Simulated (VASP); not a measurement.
# LiP16 (a cell with a defect) in VASP: single point with LDA

Aim: the single point of LiP16 (a cell with a defect) with LDA.

Everything below comes from runs of VASP 6.6.1. Logs are shortened: lines on timing, memory, paths and dates and some standing lists are left out, and cuts for length are marked.

### 1 The cell of the first run

The cell holds a defect, 17 atoms: a = 6.982 Å, b = 6.982 Å, c = 6.624 Å, α = 76.28°, β = 76.28°, γ = 96.38°.

### 2 Single point, LDA, collinear spin, zero start

INCAR

```
PREC = Accurate
ENCUT = 520
EDIFF = 1E-6
ISMEAR = -1
SIGMA = 0.05
LREAL = Auto
LASPH = T
NELM = 150
ALGO = Normal
ISIF = 2
LWAVE = F
LCHARG = T
ISPIN = 2
MAGMOM = 0 0 0 0 0 0 0 0 0 0 0 0 0 0 0 0 0
LORBIT = 11
GGA = CA
LELF = T
LVHAR = T
NBANDS = 60
```

KPOINTS

```
regular mesh
0
Gamma
  2 2 2
```

POSCAR

```
LiP16
1.0
    1.6560500000      5.2040000000      4.3500000000
    1.6560500000     -5.2040000000      4.3500000000
    6.6242000000      0.0000000000      0.0000000000
P Li
16 1
Direct
    0.6628245841      0.4233209331      0.2188275892
    0.1756612191      0.4217532637      0.0785843945
    0.8643653051      0.0593912467      0.0064158634
    0.2845533273      0.1309197762      0.1345858771
    0.6428728401      0.4345071599      0.7262970398
    0.1909122317      0.3869185729      0.6047234830
    0.8269528021      0.0723244393      0.5318444377
    0.3174177859      0.1037875015      0.6397652522
    0.1205328178      0.9677067225      0.4753216855
    0.7160584644      0.8869854436      0.3424338239
    0.3646883680      0.5273157700      0.2676953515
    0.8264292623      0.5926606228      0.3919009384
    0.1457753519      0.9305207401      0.9742604174
    0.6730804311      0.8817991091      0.8646433890
    0.3677853870      0.5782828889      0.7471902466
    0.8179199129      0.6075642250      0.8845880247
    0.3987346155      0.8438354994      0.3036597266
```

Potentials or basis: VASP PAW LDA potentials, release 64 (P, Li_sv).

On the command line:

```console
cat potpaw_LDA.64/P/POTCAR potpaw_LDA.64/Li_sv/POTCAR > POTCAR
mpirun -np 1 vasp_std > vasp.out
```

OUTCAR:

```text
PREC = Accurate
   ENCUT = 520
   EDIFF = 1E-6
   ISMEAR = -1
   LREAL = Auto
   LASPH = T
   NELM = 150
   ISIF = 2
   ISPIN = 2
   LORBIT = 11
   GGA = CA

 ion  position               nearest neighbor table
   1  0.663  0.423  0.219-  16 2.22  12 2.23  11 2.26
   2  0.176  0.422  0.079-  11 2.20  15 2.23   4 2.23
   3  0.864  0.059  0.006-  10 2.20  14 2.23  13 2.24
   4  0.285  0.131  0.135-  13 2.22   2 2.23   9 2.23  17 2.37
   5  0.643  0.435  0.726-  16 2.22  12 2.22  15 2.25
   6  0.191  0.387  0.605-  11 2.20  15 2.23   8 2.24
   7  0.827  0.072  0.532-  10 2.20  14 2.23   9 2.23
   8  0.317  0.104  0.640-   9 2.21  13 2.23   6 2.24
   9  0.121  0.968  0.475-   8 2.21   4 2.23   7 2.23  17 2.37
  10  0.716  0.887  0.342-   3 2.20   7 2.20  12 2.25  17 2.29
  11  0.365  0.527  0.268-   6 2.20   2 2.20   1 2.26  17 2.27
  12  0.826  0.593  0.392-   5 2.22   1 2.23  10 2.25
  13  0.146  0.931  0.974-   4 2.22   8 2.23   3 2.24
  14  0.673  0.882  0.865-   7 2.23   3 2.23  16 2.25
  15  0.368  0.578  0.747-   2 2.23   6 2.23   5 2.25
  16  0.818  0.608  0.885-   1 2.22   5 2.22  14 2.25
  17  0.399  0.844  0.304-  11 2.27  10 2.29   9 2.37   4 2.37

  LATTYP: Found a base centered monoclinic cell.
 ALAT       =     9.3091356425
 B/A-ratio  =     1.1180415024
 C/A-ratio  =     0.7115805650
 COS(beta)  =    -0.3557902825

  Lattice vectors:

 A1 = (  -1.6560500000,  -5.2040000000,  -4.3500000000)
 A2 = (  -1.6560500000,   5.2040000000,  -4.3500000000)
 A3 = (   6.6242000000,   0.0000000000,   0.0000000000)

Analysis of symmetry for initial positions (statically):
=====================================================================
 Subroutine PRICEL returns:
 Original cell was already a primitive cell.

 Routine SETGRP: Setting up the symmetry group for a
 base centered monoclinic supercell.

 Subroutine GETGRP returns: Found  1 space group operations
 (whereof  1 operations were pure point group operations)
 out of a pool of  4 trial point group operations.

The static configuration has the point symmetry C_1 .

Analysis of symmetry for dynamics (positions and initial velocities):
=====================================================================
 Subroutine PRICEL returns:
 Original cell was already a primitive cell.

 Routine SETGRP: Setting up the symmetry group for a
 base centered monoclinic supercell.

 Subroutine GETGRP returns: Found  1 space group operations
 (whereof  1 operations were pure point group operations)
 out of a pool of  4 trial point group operations.

The dynamic configuration has the point symmetry C_1 .

Analysis of structural, dynamic, and magnetic symmetry:
=====================================================================
 Subroutine PRICEL returns:
 Original cell was already a primitive cell.

 Routine SETGRP: Setting up the symmetry group for a
 base centered monoclinic supercell.

 Subroutine GETGRP returns: Found  1 space group operations
 (whereof  1 operations were pure point group operations)
 out of a pool of  4 trial point group operations.

The overall configuration has the point symmetry C_1 .

 Subroutine INISYM returns: Found  1 space group operations
 (whereof  1 operations are pure point group operations),
 and found     1 'primitive' translations

----------------------------------------------------------------------------------------

                                     Primitive cell

  volume of cell :     299.9093

  direct lattice vectors                    reciprocal lattice vectors
     1.656050000  5.204000000  4.350000000     0.000000000  0.096079939  0.114942529
     1.656050000 -5.204000000  4.350000000     0.000000000 -0.096079939  0.114942529
     6.624200000  0.000000000  0.000000000     0.150961626  0.000000000 -0.057471264

  length of vectors
     6.981877799  6.981877799  6.624200000     0.149810345  0.149810345  0.161531293

  position of ions in fractional coordinates (direct lattice)
     0.662824584  0.423320933  0.218827589
     0.175661219  0.421753264  0.078584394
     0.864365305  0.059391247  0.006415863
[... 72 lines left out ...]
   number of dos      NEDOS =    301   number of ions     NIONS =     17
   total plane-waves  NPLWV = 145800
   dimension x,y,z NGX =    54 NGY =   54 NGZ =   50
   dimension x,y,z NGXF=   108 NGYF=  108 NGZF=  100
   ions per type =              16   1
   NGX,Y,Z   is equivalent  to a cutoff of  12.86, 12.86, 12.55 a.u.
   NGXF,Y,Z  is equivalent  to a cutoff of  25.72, 25.72, 25.10 a.u.
 SYSTEM =  unknown system
   PREC   = accura    normal or accurate (medium, high low for compatibility)
   ISTART =      0    job   : 0-new  1-cont  2-samecut
   ICHARG =      2    charge: 1-file 2-atom 10-const
   ISPIN  =      2    spin polarized calculation?
   LNONCOLLINEAR =      F non collinear calculations
   LSORBIT =      F    spin-orbit coupling
   LASPH  =      T    aspherical Exc in radial PAW
   ENCUT  =  520.0 eV  38.22 Ry    6.18 a.u.  12.98 12.98 12.32*2*pi/ulx,y,z
   NELM   =    150;   NELMIN=  2; NELMDL= -5     # of ELM steps
   EDIFF  = 0.1E-05   stopping-criterion for ELM
   LREAL  =      T    real-space projection
   EDIFFG = 0.1E-04   stopping-criterion for IOM
   NSW    =      0    number of steps for IOM
   IBRION =     -1    ionic relax: 0-MD 1-quasi-New 2-CG
   NFREE  =      0    steps in history (QN), initial steepest desc. (CG)
   ISIF   =      2    stress and relaxation
   ISYM   =      2    0-nonsym 1-usesym 2-fastsym
   POTIM  = 0.5000    time-step for ionic-motion
   TEBEG  =    0.0;   TEEND  =   0.0 temperature during run
   PSTRESS=    0.0 pullay stress
   NELECT =      83.0000    total number of electrons
   NUPDOWN=      -1.0000    fix difference up-down
   EMIN   =  10.00;   EMAX   =-10.00  energy-range for DOS
   EFERMI =   0.00;   METHOD = LEGACY
   ISMEAR =    -1;   SIGMA  =   0.05  broadening in eV -4-tet -1-fermi 0-gaus
   EFERMI_NEDOS =   21; number of points for ismear=-14 and -15
   IALGO  =     38    algorithm
   IMIX   =      4    mixing-type and parameters
     AMIX     =   0.40;   BMIX     =  1.00
     AMIX_MAG =   1.60;   BMIX_MAG =  1.00
  volume/ion in A,a.u.               =      17.64       119.05
  Fermi-wavevector in a.u.,A,eV,Ry     =   1.066852  2.016058 15.485788  1.138173
  Thomas-Fermi vector in A             =   2.202450
   LORBIT       =     11    0 simple, 1 ext, 2 COOP (PROOUT), +10 PAW based schemes
   GGA     = CA    functional components
   LHFCALC =     F    Hartree Fock is set to
   AEXX    =    0.0000 exact exchange contribution
   IVDW    =     0    specifies the selected vdW correction
   LEPSILON=     F    determine dielectric tensor
   LRPA    =     F    only Hartree local field effects (RPA)
 spin polarized calculation
  energy-cutoff  :      520.00
  volume of cell :      299.91
 maximum number of plane-waves:      8114
 NGX is ok and might be reduce to    54
   NGX = 25   NGY = 25   NGZ = 25

 number of electron      83.0000002 magnetization       0.0000014

 number of electron      83.0000002 magnetization      -0.0000024

 Free energy of the ion-electron system (eV)
  ---------------------------------------------------
  ext. energy  EPLUGINS =         0.00000000
  ---------------------------------------------------
  free energy    TOTEN  =       -98.26019802 eV

  energy without entropy =      -98.20364884  energy(sigma->0) =      -98.23192343

 E-fermi :   7.3463     XC(G=0): -10.2459

 val. band max:        7.3267086881   @ k =   0.0000   0.0000   0.0000
 cond. band min:       7.4197320058   @ k =   0.0000   0.5000   0.0000
 fundamental gap:      0.0930233177
 Fermi energy:         7.3463271759

 spin component 1

 k-point     1 :       0.0000    0.0000    0.0000
  band No.  band energies     occupation
      1     -38.1501      1.00000
      2      -8.9678      1.00000
      3      -7.5063      1.00000
      4      -7.4358      1.00000
      5      -5.9642      1.00000
      6      -5.8675      1.00000
[... 437 lines left out ...]
     52      10.0793      0.00000
     53      10.1292      0.00000
 Fermi energy:         7.3463271759

 spin component 2

 k-point     1 :       0.0000    0.0000    0.0000
  band No.  band energies     occupation
      1     -38.1501      1.00000
      2      -8.9678      1.00000
      3      -7.5063      1.00000
      4      -7.4358      1.00000
      5      -5.9642      1.00000
      6      -5.8675      1.00000
[... 437 lines left out ...]
     52      10.0793      0.00000
     53      10.1292      0.00000
 [bands above 53 left out]

------------------------ aborting loop because EDIFF is reached ----------------------------------------

  FORCE on cell =-STRESS in cart. coord.  units (eV):
  Direction    XX          YY          ZZ          XY          YZ          ZX
  --------------------------------------------------------------------------------------
  -------------------------------------------------------------------------------------
  Total       -1.1591210      4.1488197     -2.5265421     -0.0373552     -0.1625869      0.8470333
  in kB       -6.1922627     22.1638483    -13.4973075     -0.1995592     -0.8685726      4.5250259
  external PRESSURE =       0.8247594 kB  Pullay stress =       0.0000000 kB

 VOLUME and BASIS-vectors are now :
 -----------------------------------------------------------------------------
  energy-cutoff  :      520.00
  volume of cell :      299.91
      direct lattice vectors                 reciprocal lattice vectors
     1.656050000  5.204000000  4.350000000     0.000000000  0.096079939  0.114942529
     1.656050000 -5.204000000  4.350000000     0.000000000 -0.096079939  0.114942529
     6.624200000  0.000000000  0.000000000     0.150961626  0.000000000 -0.057471264

 POSITION                                       TOTAL-FORCE (eV/Angst)
 -----------------------------------------------------------------------------------
      3.24827      1.24638      4.72473         0.003415     -0.026692      0.017894
      1.50991     -1.28066      2.59875         0.012449      0.042003      0.030999
      1.57229      4.18908      4.01834         0.018072      0.021827     -0.036840
      1.57957      0.79951      1.80731        -0.005768     -0.023593     -0.044428
      6.59533      1.08433      4.68660        -0.006551     -0.023240      0.034687
      4.96273     -1.02002      2.51356        -0.017944      0.034083      0.019755
[... 9 lines left out ...]
      8.22036      1.09469      6.20086         0.000644     -0.029227     -0.042333
      4.06926     -2.31630      5.40518         0.001149     -0.012730      0.016967
 -----------------------------------------------------------------------------------
    total drift:                                0.000895      0.001647      0.001519

  FREE ENERGIE OF THE ION-ELECTRON SYSTEM (eV)
  ---------------------------------------------------
  free  energy   TOTEN  =       -98.2601980227 eV

  energy  without entropy=      -98.2036488450  energy(sigma->0) =      -98.23192343

 total charge

# of ion       s       p       d       tot
------------------------------------------
    1        1.091   1.365   0.000   2.456
    2        1.097   1.361   0.000   2.457
    3        1.091   1.374   0.000   2.465
    4        1.074   1.419   0.000   2.494
    5        1.085   1.376   0.000   2.461
    6        1.091   1.373   0.000   2.464
[... 9 lines left out ...]
   16        1.085   1.377   0.000   2.461
   17        2.037   0.108   0.000   2.145
--------------------------------------------------
tot         19.366  22.345   0.000  41.711

 magnetization (x)

# of ion       s       p       d       tot
------------------------------------------
    1        0.000  -0.000   0.000  -0.000
    2        0.000   0.000   0.000   0.000
    3        0.000   0.000   0.000   0.000
    4       -0.000  -0.000   0.000  -0.000
    5        0.000  -0.000   0.000   0.000
    6        0.000  -0.000   0.000  -0.000
[... 9 lines left out ...]
   16        0.000  -0.000   0.000  -0.000
   17        0.000   0.000   0.000   0.000
--------------------------------------------------
tot          0.000  -0.000   0.000  -0.000
```

Run time: 3.8 min. Hardware: 1 thread of Intel Xeon 6975P-C (Granite Rapids), shared host; peak memory 0.4 GiB.

What came out:

* Free energy: -98.2602 eV
* Largest force: 0.055 eV/Å
* Net moment: 0.00 μB per cell
* Valence electrons inside the program's atomic spheres: P 2.46, 2.49, 2.47, 2.50, 2.51, 2.52 (each value once); Li 2.15

Forces in eV/Å, atoms in the order of the input:
```
P    0.003 -0.027  0.018
P    0.012  0.042  0.031
P    0.018  0.022 -0.037
P   -0.006 -0.024 -0.044
P   -0.007 -0.023  0.035
P   -0.018  0.034  0.020
P   -0.004  0.039 -0.014
P   -0.003 -0.022 -0.017
P    0.010 -0.011  0.010
P    0.020  0.024  0.023
P   -0.005 -0.001 -0.016
P    0.002 -0.017 -0.023
P   -0.016 -0.038  0.037
P   -0.007  0.018  0.036
P   -0.001  0.025 -0.034
P    0.001 -0.029 -0.042
Li   0.001 -0.013  0.017
```

Caveat: the k points lie up to 0.51 Å⁻¹ apart; the cutoff is under 1.25 times the usual one of these potentials, so pressure, stress and relaxed cells hold a basis-set (Pulay) error.
